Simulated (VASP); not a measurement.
# In7As7H18 in VASP: single point with PBE

Aim: the single point of In7As7H18 with PBE.

Everything below comes from runs of VASP 6.6.1. Logs are shortened: lines on timing, memory, paths and dates and some standing lists are left out, and cuts for length are marked.

## (1) The cell of the first run

The cell holds a wire or tube with vacuum around it, 32 atoms: a = 17.100 Å, b = 16.500 Å, c = 10.715 Å, α = 90.00°, β = 90.00°, γ = 90.00°.

## (2) Single point, PBE

Input file INCAR:

```
PREC = Accurate
ENCUT = 520
EDIFF = 1E-7
ISMEAR = 0
SIGMA = 0.05
LREAL = Auto
LASPH = T
NELM = 100
ALGO = Normal
ISIF = 2
LWAVE = F
LCHARG = T
GGA = PE
LELF = T
LVHAR = T
NBANDS = 94
```

Input file KPOINTS:

```
regular mesh
0
Gamma
  1 1 5
```

Input file POSCAR:

```
In7As7H18
1.0
   17.1000000000      0.0000000000      0.0000000000
    0.0000000000     16.5000000000      0.0000000000
    0.0000000000      0.0000000000     10.7150325769
In As H
7 7 18
Direct
    0.5060648535      0.5000000000      0.0000000000
    0.3583714384      0.5000000000      0.3333333333
    0.6537582686      0.5000000000      0.6666666667
    0.5799115610      0.3674426142      0.3333333333
    0.4322181459      0.6325573858      0.6666666667
    0.5799115610      0.6325573858      0.3333333333
    0.4322181459      0.3674426142      0.6666666667
    0.5799115610      0.6325573858      0.0833333333
    0.4322181459      0.3674426142      0.4166666667
    0.5799115610      0.3674426142      0.0833333333
    0.4322181459      0.6325573858      0.4166666667
    0.3583714384      0.5000000000      0.0833333333
    0.6537582686      0.5000000000      0.4166666667
    0.5060648535      0.5000000000      0.7500000000
    0.5380089370      0.7077740405      0.0360477406
    0.6637168092      0.6325573858      0.0360477406
    0.3903155219      0.2922259595      0.3693810739
    0.2624364833      0.5000000000      0.3874628934
    0.7017257462      0.4138967242      0.7207962268
    0.7017257462      0.5861032758      0.7207962268
    0.5380089370      0.2922259595      0.0360477406
    0.6637168092      0.3674426142      0.0360477406
    0.3903155219      0.7077740405      0.3693810739
    0.6278790386      0.2813393384      0.3874628934
    0.3362831908      0.6325573858      0.7207962268
    0.4801856235      0.7186606616      0.7207962268
    0.3164688143      0.4247833453      0.0360477406
    0.3164688143      0.5752166547      0.0360477406
    0.7375635167      0.5000000000      0.3693810739
    0.6278790386      0.7186606616      0.3874628934
    0.3362831908      0.3674426142      0.7207962268
    0.4801856235      0.2813393384      0.7207962268
```

Potentials or basis: VASP PAW PBE potentials, release 64 (In_d, As, H).

The run is started by

```sh
cat potpaw_PBE.64/In_d/POTCAR potpaw_PBE.64/As/POTCAR potpaw_PBE.64/H/POTCAR > POTCAR
mpirun -np 1 vasp_std > vasp.out
```

OUTCAR:

```text
PREC = Accurate
   ENCUT = 520
   EDIFF = 1E-7
   ISMEAR = 0
   LREAL = Auto
   LASPH = T
   NELM = 100
   ISIF = 2
   GGA = PE

 ion  position               nearest neighbor table
   1  0.506  0.500  0.000-   8 2.68  10 2.68  12 2.68  14 2.68
   2  0.358  0.500  0.333-  18 1.74  11 2.68   9 2.68  12 2.68
   3  0.654  0.500  0.667-  19 1.74  20 1.74  14 2.68  13 2.68
   4  0.580  0.367  0.333-  24 1.74   9 2.68  10 2.68  13 2.68
   5  0.432  0.633  0.667-  25 1.74  26 1.74  11 2.68  14 2.68
   6  0.580  0.633  0.333-  30 1.74  11 2.68   8 2.68  13 2.68
   7  0.432  0.367  0.667-  31 1.74  32 1.74   9 2.68  14 2.68
   8  0.580  0.633  0.083-  15 1.52  16 1.52   1 2.68   6 2.68
   9  0.432  0.367  0.417-  17 1.52   2 2.68   4 2.68   7 2.68
  10  0.580  0.367  0.083-  21 1.52  22 1.52   1 2.68   4 2.68
  11  0.432  0.633  0.417-  23 1.52   2 2.68   6 2.68   5 2.68
  12  0.358  0.500  0.083-  27 1.52  28 1.52   1 2.68   2 2.68
  13  0.654  0.500  0.417-  29 1.52   3 2.68   6 2.68   4 2.68
  14  0.506  0.500  0.750-   3 2.68   1 2.68   5 2.68   7 2.68
  15  0.538  0.708  0.036-   8 1.52
  16  0.664  0.633  0.036-   8 1.52
  17  0.390  0.292  0.369-   9 1.52
  18  0.262  0.500  0.387-   2 1.74
  19  0.702  0.414  0.721-   3 1.74
  20  0.702  0.586  0.721-   3 1.74
[... 10 lines left out ...]
  31  0.336  0.367  0.721-   7 1.74
  32  0.480  0.281  0.721-   7 1.74

  LATTYP: Found a simple orthorhombic cell.
 ALAT       =    10.7150325769
 B/A-ratio  =     1.5398926584
 C/A-ratio  =     1.5958887551

  Lattice vectors:

 A1 = (   0.0000000000,   0.0000000000, -10.7150325769)
 A2 = (   0.0000000000,  16.5000000000,   0.0000000000)
 A3 = (  17.1000000000,   0.0000000000,   0.0000000000)

Analysis of symmetry for initial positions (statically):
=====================================================================
 Subroutine PRICEL returns:
 Original cell was already a primitive cell.

 Routine SETGRP: Setting up the symmetry group for a
 simple orthorhombic supercell.

 Subroutine GETGRP returns: Found  2 space group operations
 (whereof  2 operations were pure point group operations)
 out of a pool of  8 trial point group operations.

The static configuration has the point symmetry C_1h.

Analysis of symmetry for dynamics (positions and initial velocities):
=====================================================================
 Subroutine PRICEL returns:
 Original cell was already a primitive cell.

 Routine SETGRP: Setting up the symmetry group for a
 simple orthorhombic supercell.

 Subroutine GETGRP returns: Found  2 space group operations
 (whereof  2 operations were pure point group operations)
 out of a pool of  8 trial point group operations.

The dynamic configuration has the point symmetry C_1h.

 Subroutine INISYM returns: Found  2 space group operations
 (whereof  2 operations are pure point group operations),
 and found     1 'primitive' translations

----------------------------------------------------------------------------------------

                                     Primitive cell

  volume of cell :    3023.2464

  direct lattice vectors                    reciprocal lattice vectors
    17.100000000  0.000000000  0.000000000     0.058479532  0.000000000  0.000000000
     0.000000000 16.500000000  0.000000000     0.000000000  0.060606061  0.000000000
     0.000000000  0.000000000 10.715032577     0.000000000  0.000000000  0.093326828

  length of vectors
    17.100000000 16.500000000 10.715032577     0.058479532  0.060606061  0.093326828

  position of ions in fractional coordinates (direct lattice)
     0.506064853  0.500000000  0.000000000
     0.358371438  0.500000000  0.333333333
     0.653758269  0.500000000  0.666666667
     0.579911561  0.367442614  0.333333333
     0.432218146  0.632557386  0.666666667
     0.579911561  0.632557386  0.333333333
[... 24 lines left out ...]
     0.336283191  0.367442614  0.720796227
     0.480185623  0.281339338  0.720796227

  ion indices of the primitive-cell ions
   primitive index   ion index
                 1           1
                 2           2
                 3           3
                 4           4
                 5           5
                 6           6
[... 24 lines left out ...]
                31          31
                32          32

----------------------------------------------------------------------------------------

 KPOINTS: regular mesh

Automatic generation of k-mesh.
 Grid dimensions read from file:
 generate k-points for:    1    1    5

 Generating k-lattice:

  Cartesian coordinates                     Fractional coordinates (reciprocal lattice)
     0.058479532  0.000000000  0.000000000     1.000000000  0.000000000  0.000000000
     0.000000000  0.060606061  0.000000000     0.000000000  1.000000000  0.000000000
     0.000000000  0.000000000  0.018665366     0.000000000  0.000000000  0.200000000

  Length of vectors
     0.058479532  0.060606061  0.018665366

  Shift w.r.t. Gamma in fractional coordinates (k-lattice)
     0.000000000  0.000000000  0.000000000

 Subroutine IBZKPT returns following result:
 ===========================================

 Found      3 irreducible k-points:

 Following reciprocal coordinates:
            Coordinates               Weight
  0.000000  0.000000  0.000000      1.000000
  0.000000  0.000000  0.200000      2.000000
  0.000000  0.000000  0.400000      2.000000
   k-points           NKPTS =      3   k-points in BZ     NKDIM =      3   number of bands    NBANDS=     94
   number of dos      NEDOS =    301   number of ions     NIONS =     32
   total plane-waves  NPLWV = ******
   dimension x,y,z NGX =   128 NGY =  126 NGZ =   80
   dimension x,y,z NGXF=   256 NGYF=  252 NGZF=  160
   ions per type =               7   7  18
   NGX,Y,Z   is equivalent  to a cutoff of  12.44, 12.70, 12.41 a.u.
   NGXF,Y,Z  is equivalent  to a cutoff of  24.89, 25.39, 24.82 a.u.
 SYSTEM =  unknown system
   PREC   = accura    normal or accurate (medium, high low for compatibility)
   ISTART =      0    job   : 0-new  1-cont  2-samecut
   ICHARG =      2    charge: 1-file 2-atom 10-const
   ISPIN  =      1    spin polarized calculation?
   LNONCOLLINEAR =      F non collinear calculations
   LSORBIT =      F    spin-orbit coupling
   LASPH  =      T    aspherical Exc in radial PAW
   ENCUT  =  520.0 eV  38.22 Ry    6.18 a.u.  31.79 30.68 19.92*2*pi/ulx,y,z
   NELM   =    100;   NELMIN=  2; NELMDL= -5     # of ELM steps
   EDIFF  = 0.1E-06   stopping-criterion for ELM
   LREAL  =      T    real-space projection
   EDIFFG = 0.1E-05   stopping-criterion for IOM
   NSW    =      0    number of steps for IOM
   IBRION =     -1    ionic relax: 0-MD 1-quasi-New 2-CG
   NFREE  =      0    steps in history (QN), initial steepest desc. (CG)
   ISIF   =      2    stress and relaxation
   ISYM   =      2    0-nonsym 1-usesym 2-fastsym
   POTIM  = 0.5000    time-step for ionic-motion
   TEBEG  =    0.0;   TEEND  =   0.0 temperature during run
   PSTRESS=    0.0 pullay stress
   NELECT =     144.0000    total number of electrons
   NUPDOWN=      -1.0000    fix difference up-down
   EMIN   =  10.00;   EMAX   =-10.00  energy-range for DOS
   EFERMI =   0.00;   METHOD = LEGACY
   ISMEAR =     0;   SIGMA  =   0.05  broadening in eV -4-tet -1-fermi 0-gaus
   EFERMI_NEDOS =   21; number of points for ismear=-14 and -15
   IALGO  =     38    algorithm
   IMIX   =      4    mixing-type and parameters
     AMIX     =   0.40;   BMIX     =  1.00
     AMIX_MAG =   1.60;   BMIX_MAG =  1.00
  volume/ion in A,a.u.               =      94.48       637.56
  Fermi-wavevector in a.u.,A,eV,Ry     =   0.593432  1.121424  4.791453  0.352162
  Thomas-Fermi vector in A             =   1.642629
   LORBIT       =      0    0 simple, 1 ext, 2 COOP (PROOUT), +10 PAW based schemes
   GGA     = PE    functional components
   LHFCALC =     F    Hartree Fock is set to
   AEXX    =    0.0000 exact exchange contribution
   IVDW    =     0    specifies the selected vdW correction
   LEPSILON=     F    determine dielectric tensor
   LRPA    =     F    only Hartree local field effects (RPA)
 non-spin polarized calculation
 Gauss-broadening in eV      SIGMA  =   0.05
  energy-cutoff  :      520.00
  volume of cell :     3023.25
 maximum number of plane-waves:     81465
 NGX is ok and might be reduce to   126
   NGX = 63   NGY = 61   NGZ = 39

 number of electron     143.9999968 magnetization

 Free energy of the ion-electron system (eV)
  ---------------------------------------------------
  ext. energy  EPLUGINS =         0.00000000
  ---------------------------------------------------
  free energy    TOTEN  =      -105.85809192 eV

  energy without entropy =     -105.85809192  energy(sigma->0) =     -105.85809192

 E-fermi :  -4.0406     XC(G=0):  -2.1390

 val. band max:       -4.3288323223   @ k =   0.0000   0.0000   0.4000
 cond. band min:      -2.2056027747   @ k =   0.0000   0.0000   0.0000
 fundamental gap:      2.1232295477
 Fermi energy:        -4.0406453817

 k-point     1 :       0.0000    0.0000    0.0000
  band No.  band energies     occupation
      1     -18.5813      2.00000
      2     -18.5812      2.00000
      3     -18.5359      2.00000
      4     -18.4537      2.00000
      5     -18.4537      2.00000
      6     -17.8941      2.00000
[... 76 lines left out ...]
     83      -0.1286      0.00000
     84       0.0297      0.00000

 k-point     2 :       0.0000    0.0000    0.2000
  band No.  band energies     occupation
      1     -18.5813      2.00000
      2     -18.5812      2.00000
      3     -18.5359      2.00000
      4     -18.4537      2.00000
      5     -18.4537      2.00000
      6     -17.8941      2.00000
[... 76 lines left out ...]
     83       0.0119      0.00000
     84       0.0462      0.00000

 k-point     3 :       0.0000    0.0000    0.4000
  band No.  band energies     occupation
      1     -18.5813      2.00000
      2     -18.5812      2.00000
      3     -18.5359      2.00000
      4     -18.4537      2.00000
      5     -18.4537      2.00000
      6     -17.8941      2.00000
[... 76 lines left out ...]
     83       0.0978      0.00000
     84       0.1001      0.00000
 [bands above 84 left out]

------------------------ aborting loop because EDIFF is reached ----------------------------------------

  FORCE on cell =-STRESS in cart. coord.  units (eV):
  Direction    XX          YY          ZZ          XY          YZ          ZX
  --------------------------------------------------------------------------------------
  -------------------------------------------------------------------------------------
  Total       -0.5861093     -0.5898023      2.0299820      0.0000000      0.0000000      0.0055494
  in kB       -0.3106101     -0.3125673      1.0757942      0.0000000      0.0000000      0.0029409
  external PRESSURE =       0.1508723 kB  Pullay stress =       0.0000000 kB

 VOLUME and BASIS-vectors are now :
 -----------------------------------------------------------------------------
  energy-cutoff  :      520.00
  volume of cell :     3023.25
      direct lattice vectors                 reciprocal lattice vectors
    17.100000000  0.000000000  0.000000000     0.058479532  0.000000000  0.000000000
     0.000000000 16.500000000  0.000000000     0.000000000  0.060606061  0.000000000
     0.000000000  0.000000000 10.715032577     0.000000000  0.000000000  0.093326828

 POSITION                                       TOTAL-FORCE (eV/Angst)
 -----------------------------------------------------------------------------------
      8.65371      8.25000      0.00000        -0.007463     -0.000000     -1.480228
      6.12815      8.25000      3.57168        -0.564043     -0.000000      0.520553
     11.17927      8.25000      7.14336         0.325107     -0.000000      0.758159
      9.91649      6.06280      3.57168         0.284922     -0.490419      0.537493
      7.39093     10.43720      7.14336        -0.165261      0.280647      0.745185
      9.91649     10.43720      3.57168         0.284922      0.490419      0.537493
[... 24 lines left out ...]
      5.75044      6.06280      7.72336        -0.252100      0.170192     -0.109012
      8.21117      4.64210      7.72336         0.273955     -0.132858     -0.109585
 -----------------------------------------------------------------------------------
    total drift:                               -0.031799      0.000000     -0.003774

  FREE ENERGIE OF THE ION-ELECTRON SYSTEM (eV)
  ---------------------------------------------------
  free  energy   TOTEN  =      -105.8580919197 eV

  energy  without entropy=     -105.8580919197  energy(sigma->0) =     -105.85809192
```

Wall time 74 min (1 thread of Oxide Virtual Turin-like, shared host); peak memory 2.4 GiB.

Results:

```
Free energy            : -105.8581 eV
Largest force          : 1.480 eV/Å
Band gap on the k mesh : 2.12 eV
```

Forces in eV/Å, atoms in the order of the input:
```
In  -0.007  0.000 -1.480
In  -0.564  0.000  0.521
In   0.325  0.000  0.758
In   0.285 -0.490  0.537
In  -0.165  0.281  0.745
In   0.285  0.490  0.537
In  -0.165 -0.281  0.745
As  -0.295 -0.525  0.609
As   0.453  0.779 -0.210
As  -0.295  0.525  0.609
As   0.453 -0.779 -0.210
As   0.597  0.000  0.598
As  -0.907  0.000 -0.209
As  -0.005  0.000 -0.520
H    0.329 -0.026 -0.290
H   -0.186  0.271 -0.290
H   -0.009 -0.016 -0.129
H   -0.090  0.000 -0.083
H   -0.021 -0.303 -0.109
H   -0.021  0.303 -0.109
H    0.329  0.026 -0.290
H   -0.186 -0.271 -0.290
H   -0.009  0.016 -0.129
H    0.045 -0.078 -0.083
H   -0.252 -0.170 -0.109
H    0.274  0.133 -0.110
H   -0.140  0.297 -0.290
H   -0.140 -0.297 -0.290
H    0.019  0.000 -0.129
H    0.045  0.078 -0.083
H   -0.252  0.170 -0.109
H    0.274 -0.133 -0.110
```

Caveat: spin-orbit coupling is left out, which moves the levels of the heavy elements.
